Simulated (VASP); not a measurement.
# KNa2ScF6 (Fm-3m) in VASP: density of states with PBE

Aim: the density of states of KNa2ScF6 with PBE.

All numbers are computed with VASP 6.6.1; they aren't measurements. Logs are shortened: lines on timing, memory, paths and dates and some standing lists are left out, and cuts for length are marked.

## 1. The cell of the first run

Symmetry: Fm-3m, No. 225, cubic system. The conventional cell has a = 8.994 Å, b = 8.994 Å, c = 8.994 Å, α = 90.00°, β = 90.00°, γ = 90.00°. K (site symmetry m-3m) has 6 F at 2.48 Å within 3.3 Å. Na (site symmetry -43m) has 12 F at 3.19 Å and 4 Sc at 3.89 Å and 4 K at 3.89 Å within 4.2 Å. Within 2.7 Å of Sc (site symmetry m-3m) lie 6 F at 2.02 Å. Within 2.7 Å of F (site symmetry 4mm) lie 1 Sc at 2.02 Å and 1 K at 2.48 Å.

## 2. Density of states, PBE

POSCAR

```
KNa2ScF6
1.0
    0.0000000000      4.4967680000      4.4967680000
    4.4967680000      0.0000000000      4.4967680000
    4.4967680000      4.4967680000      0.0000000000
K Na Sc F
1 2 1 6
Direct
    0.5000000000      0.5000000000      0.5000000000
    0.7500000000      0.7500000000      0.7500000000
    0.2500000000      0.2500000000      0.2500000000
    0.0000000000      0.0000000000      0.0000000000
    0.7752430000      0.2247570000      0.2247570000
    0.2247570000      0.2247570000      0.7752430000
    0.2247570000      0.7752430000      0.7752430000
    0.2247570000      0.7752430000      0.2247570000
    0.7752430000      0.2247570000      0.7752430000
    0.7752430000      0.7752430000      0.2247570000
```

INCAR.step1

```
SYSTEM = KNa2ScF6
  PREC = Accurate
  ENCUT = 520
  EDIFF = 1E-7
  ISMEAR = 0
  SIGMA = 0.01
  LREAL = .FALSE.
  LASPH = .TRUE.
  NELM = 100
  ALGO = Normal
  ISIF = 2
  LWAVE = .FALSE.
  LCHARG = .TRUE.
  LMAXMIX = 4
  GGA = PE
  NBANDS = 49
```

KPOINTS.step1

```
regular mesh
0
G
  3 3 3
  0 0 0
```

INCAR.step2

```
SYSTEM = KNa2ScF6
  PREC = Accurate
  ENCUT = 520
  EDIFF = 1E-7
  ISMEAR = -5
  SIGMA = 0.01
  LREAL = .FALSE.
  LASPH = .TRUE.
  NELM = 100
  ALGO = Normal
  ISIF = 2
  LWAVE = .FALSE.
  LCHARG = .FALSE.
  LMAXMIX = 4
  GGA = PE
  LORBIT = 11
  NBANDS = 49
  NEDOS = 2001
  ICHARG = 11
```

KPOINTS.step2

```
regular mesh
0
G
  5 5 5
  0 0 0
```

Potentials or basis: VASP PAW PBE potentials, release 64 (K_sv, Na_pv, Sc_sv, F).

Command:

```bash
$ cat potpaw_PBE.64/K_sv/POTCAR potpaw_PBE.64/Na_pv/POTCAR potpaw_PBE.64/Sc_sv/POTCAR potpaw_PBE.64/F/POTCAR > POTCAR
$ cp INCAR.step1 INCAR
$ cp KPOINTS.step1 KPOINTS
$ mpirun -np 1 vasp_std > vasp.out
$ cp INCAR.step2 INCAR
$ cp KPOINTS.step2 KPOINTS
$ mpirun -np 1 vasp_std > vasp.out
```

OUTCAR:

```text
SYSTEM = KNa2ScF6
   PREC = Accurate
   ENCUT = 520
   EDIFF = 1E-7
   ISMEAR = -5
   LREAL = .FALSE.
   LASPH = .TRUE.
   NELM = 100
   ISIF = 2
   GGA = PE
   LORBIT = 11
   ICHARG = 11

 ion  position               nearest neighbor table
   1  0.500  0.500  0.500-   5 2.48   6 2.48   7 2.48   8 2.48   9 2.48  10 2.48
   2  0.750  0.750  0.750-
   3  0.250  0.250  0.250-
   4  0.000  0.000  0.000-   5 2.02   6 2.02   7 2.02   8 2.02   9 2.02  10 2.02
   5  0.775  0.225  0.225-   4 2.02   1 2.48
   6  0.225  0.225  0.775-   4 2.02   1 2.48
   7  0.225  0.775  0.775-   4 2.02   1 2.48
   8  0.225  0.775  0.225-   4 2.02   1 2.48
   9  0.775  0.225  0.775-   4 2.02   1 2.48
  10  0.775  0.775  0.225-   4 2.02   1 2.48

  LATTYP: Found a face centered cubic cell.
 ALAT       =     8.9935360000

  Lattice vectors:

 A1 = (   0.0000000000,   4.4967680000,   4.4967680000)
 A2 = (   4.4967680000,   0.0000000000,   4.4967680000)
 A3 = (   4.4967680000,   4.4967680000,   0.0000000000)

Analysis of symmetry for initial positions (statically):
=====================================================================
 Subroutine PRICEL returns:
 Original cell was already a primitive cell.

 Routine SETGRP: Setting up the symmetry group for a
 face centered cubic supercell.

 Subroutine GETGRP returns: Found 48 space group operations
 (whereof 48 operations were pure point group operations)
 out of a pool of 48 trial point group operations.

The static configuration has the point symmetry O_h .

Analysis of symmetry for dynamics (positions and initial velocities):
=====================================================================
 Subroutine PRICEL returns:
 Original cell was already a primitive cell.

 Routine SETGRP: Setting up the symmetry group for a
 face centered cubic supercell.

 Subroutine GETGRP returns: Found 48 space group operations
 (whereof 48 operations were pure point group operations)
 out of a pool of 48 trial point group operations.

The dynamic configuration has the point symmetry O_h .

 Subroutine INISYM returns: Found 48 space group operations
 (whereof 48 operations are pure point group operations),
 and found     1 'primitive' translations

----------------------------------------------------------------------------------------

                                     Primitive cell

  volume of cell :     181.8576

  direct lattice vectors                    reciprocal lattice vectors
     0.000000000  4.496768000  4.496768000    -0.111190971  0.111190971  0.111190971
     4.496768000  0.000000000  4.496768000     0.111190971 -0.111190971  0.111190971
     4.496768000  4.496768000  0.000000000     0.111190971  0.111190971 -0.111190971

  length of vectors
     6.359390292  6.359390292  6.359390292     0.192588411  0.192588411  0.192588411

  position of ions in fractional coordinates (direct lattice)
     0.500000000  0.500000000  0.500000000
     0.750000000  0.750000000  0.750000000
     0.250000000  0.250000000  0.250000000
     0.000000000  0.000000000  0.000000000
     0.775243000  0.224757000  0.224757000
     0.224757000  0.224757000  0.775243000
     0.224757000  0.775243000  0.775243000
     0.224757000  0.775243000  0.224757000
     0.775243000  0.224757000  0.775243000
     0.775243000  0.775243000  0.224757000

  ion indices of the primitive-cell ions
   primitive index   ion index
                 1           1
                 2           2
                 3           3
                 4           4
                 5           5
                 6           6
                 7           7
                 8           8
                 9           9
                10          10

----------------------------------------------------------------------------------------

 KPOINTS: regular mesh

Automatic generation of k-mesh.
 Grid dimensions read from file:
 generate k-points for:    5    5    5

 Generating k-lattice:

  Cartesian coordinates                     Fractional coordinates (reciprocal lattice)
    -0.022238194  0.022238194  0.022238194     0.200000000  0.000000000  0.000000000
     0.022238194 -0.022238194  0.022238194     0.000000000  0.200000000  0.000000000
     0.022238194  0.022238194 -0.022238194     0.000000000  0.000000000  0.200000000

  Length of vectors
     0.038517682  0.038517682  0.038517682

  Shift w.r.t. Gamma in fractional coordinates (k-lattice)
     0.000000000  0.000000000  0.000000000

 TETIRR: Found     24 inequivalent tetrahedra from      750

 Subroutine IBZKPT returns following result:
 ===========================================

 Found     10 irreducible k-points:

 Following reciprocal coordinates:
            Coordinates               Weight
  0.000000  0.000000  0.000000      1.000000
  0.200000  0.000000  0.000000      8.000000
  0.400000  0.000000  0.000000      8.000000
  0.200000  0.200000  0.000000      6.000000
  0.400000  0.200000  0.000000     24.000000
 -0.400000  0.200000  0.000000     24.000000
 -0.200000  0.200000  0.000000     12.000000
  0.400000  0.400000  0.000000      6.000000
 -0.400000  0.400000  0.000000     12.000000
 -0.400000  0.400000  0.200000     24.000000
   k-points           NKPTS =     10   k-points in BZ     NKDIM =     10   number of bands    NBANDS=     49
   number of dos      NEDOS =   2001   number of ions     NIONS =     10
   total plane-waves  NPLWV = 110592
   dimension x,y,z NGX =    48 NGY =   48 NGZ =   48
   dimension x,y,z NGXF=    96 NGYF=   96 NGZF=   96
   ions per type =               1   2   1   6
   NGX,Y,Z   is equivalent  to a cutoff of  12.55, 12.55, 12.55 a.u.
   NGXF,Y,Z  is equivalent  to a cutoff of  25.10, 25.10, 25.10 a.u.
 SYSTEM =  KNa2ScF6
   PREC   = accura    normal or accurate (medium, high low for compatibility)
   ISTART =      0    job   : 0-new  1-cont  2-samecut
   ICHARG =     11    charge: 1-file 2-atom 10-const
   ISPIN  =      1    spin polarized calculation?
   LNONCOLLINEAR =      F non collinear calculations
   LSORBIT =      F    spin-orbit coupling
   LASPH  =      T    aspherical Exc in radial PAW
   ENCUT  =  520.0 eV  38.22 Ry    6.18 a.u.  11.82 11.82 11.82*2*pi/ulx,y,z
   NELM   =    100;   NELMIN=  2; NELMDL=  0     # of ELM steps
   EDIFF  = 0.1E-06   stopping-criterion for ELM
   LREAL  =      F    real-space projection
   EDIFFG = 0.1E-05   stopping-criterion for IOM
   NSW    =      0    number of steps for IOM
   IBRION =     -1    ionic relax: 0-MD 1-quasi-New 2-CG
   NFREE  =      0    steps in history (QN), initial steepest desc. (CG)
   ISIF   =      2    stress and relaxation
   ISYM   =      2    0-nonsym 1-usesym 2-fastsym
   POTIM  = 0.5000    time-step for ionic-motion
   TEBEG  =    0.0;   TEEND  =   0.0 temperature during run
   PSTRESS=    0.0 pullay stress
   NELECT =      76.0000    total number of electrons
   NUPDOWN=      -1.0000    fix difference up-down
   EMIN   =  10.00;   EMAX   =-10.00  energy-range for DOS
   EFERMI =   0.00;   METHOD = LEGACY
   ISMEAR =    -5;   SIGMA  =   0.01  broadening in eV -4-tet -1-fermi 0-gaus
   EFERMI_NEDOS =   21; number of points for ismear=-14 and -15
   IALGO  =     38    algorithm
   IMIX   =      4    mixing-type and parameters
     AMIX     =   0.40;   BMIX     =  1.00
     AMIX_MAG =   1.60;   BMIX_MAG =  1.00
  volume/ion in A,a.u.               =      18.19       122.72
  Fermi-wavevector in a.u.,A,eV,Ry     =   1.223965  2.312958 20.382745  1.498090
  Thomas-Fermi vector in A             =   2.359056
   LORBIT       =     11    0 simple, 1 ext, 2 COOP (PROOUT), +10 PAW based schemes
   GGA     = PE    functional components
   LHFCALC =     F    Hartree Fock is set to
   AEXX    =    0.0000 exact exchange contribution
   IVDW    =     0    specifies the selected vdW correction
   LEPSILON=     F    determine dielectric tensor
   LRPA    =     F    only Hartree local field effects (RPA)
 non-spin polarized calculation
 Fermi weights with tetrahedron method with Bloechl corrections
  energy-cutoff  :      520.00
  volume of cell :      181.86
 maximum number of plane-waves:      4910

 number of electron      75.9999965 magnetization

 Free energy of the ion-electron system (eV)
  ---------------------------------------------------
  ext. energy  EPLUGINS =         0.00000000
  ---------------------------------------------------
  free energy    TOTEN  =       -51.64577134 eV

  energy without entropy =      -51.64577134  energy(sigma->0) =      -51.64577134

 E-fermi :  -3.0755     XC(G=0):  -7.8075

 val. band max:       -3.0854800447   @ k =   0.0000   0.0000   0.0000
 cond. band min:       1.9521854843   @ k =   0.0000   0.0000   0.0000
 fundamental gap:      5.0376655290
 Fermi energy:        -3.0755071932

 k-point     1 :       0.0000    0.0000    0.0000
  band No.  band energies     occupation
      1     -48.6792      2.00000
      2     -27.9187      2.00000
      3     -27.5844      2.00000
      4     -27.5844      2.00000
      5     -27.5844      2.00000
      6     -24.5769      2.00000
[... 41 lines left out ...]
     48       6.9411      0.00000
     49       8.8078      0.00000
[... 466 lines left out ...]
     48       7.0171      0.00000
     49       7.5541      0.00000

------------------------ aborting loop because EDIFF is reached ----------------------------------------

  FORCE on cell =-STRESS in cart. coord.  units (eV):
  Direction    XX          YY          ZZ          XY          YZ          ZX
  --------------------------------------------------------------------------------------
  -------------------------------------------------------------------------------------
  Total       -0.0282364     -0.0282364     -0.0282364      0.0000000     -0.0000000     -0.0000000
  in kB       -0.2487645     -0.2487645     -0.2487645      0.0000000     -0.0000000     -0.0000000
  external PRESSURE =      -0.2487645 kB  Pullay stress =       0.0000000 kB

 VOLUME and BASIS-vectors are now :
 -----------------------------------------------------------------------------
  energy-cutoff  :      520.00
  volume of cell :      181.86
      direct lattice vectors                 reciprocal lattice vectors
     0.000000000  4.496768000  4.496768000    -0.111190971  0.111190971  0.111190971
     4.496768000  0.000000000  4.496768000     0.111190971 -0.111190971  0.111190971
     4.496768000  4.496768000  0.000000000     0.111190971  0.111190971 -0.111190971

 POSITION                                       TOTAL-FORCE (eV/Angst)
 -----------------------------------------------------------------------------------
      4.49677      4.49677      4.49677        -0.000000      0.000000      0.000000
      6.74515      6.74515      6.74515         0.000000      0.000000      0.000000
      2.24838      2.24838      2.24838        -0.000000      0.000000     -0.000000
      0.00000      0.00000      0.00000        -0.000000      0.000000      0.000000
      2.02136      4.49677      4.49677        -0.005806      0.000000      0.000000
      4.49677      4.49677      2.02136        -0.000000      0.000000     -0.005806
      6.97218      4.49677      4.49677         0.005806      0.000000     -0.000000
      4.49677      2.02136      4.49677        -0.000000     -0.005806      0.000000
      4.49677      6.97218      4.49677        -0.000000      0.005806     -0.000000
      4.49677      4.49677      6.97218        -0.000000     -0.000000      0.005806
 -----------------------------------------------------------------------------------
    total drift:                               -0.000000      0.000000      0.000000

  FREE ENERGIE OF THE ION-ELECTRON SYSTEM (eV)
  ---------------------------------------------------
  free  energy   TOTEN  =       -51.6457713391 eV

  energy  without entropy=      -51.6457713391  energy(sigma->0) =      -51.64577134

 total charge

# of ion       s       p       d       tot
------------------------------------------
    1        1.962   5.614   0.045   7.622
    2        0.009   5.950   0.000   5.959
    3        0.009   5.950   0.000   5.959
    4        2.207   6.274   1.003   9.484
    5        1.736   4.361   0.000   6.096
    6        1.736   4.361   0.000   6.096
    7        1.736   4.361   0.000   6.096
    8        1.736   4.361   0.000   6.096
    9        1.736   4.361   0.000   6.096
   10        1.736   4.361   0.000   6.096
--------------------------------------------------
tot         14.602  49.952   1.048  65.601
```

Wall time 2.3 min (1 thread of Intel Xeon Platinum 8488C (Sapphire Rapids), shared host); peak memory 0.34 GiB.

What came out:

* Valence electrons inside the program's atomic spheres: K 7.62; Na 5.96; Sc 9.48; F 6.10
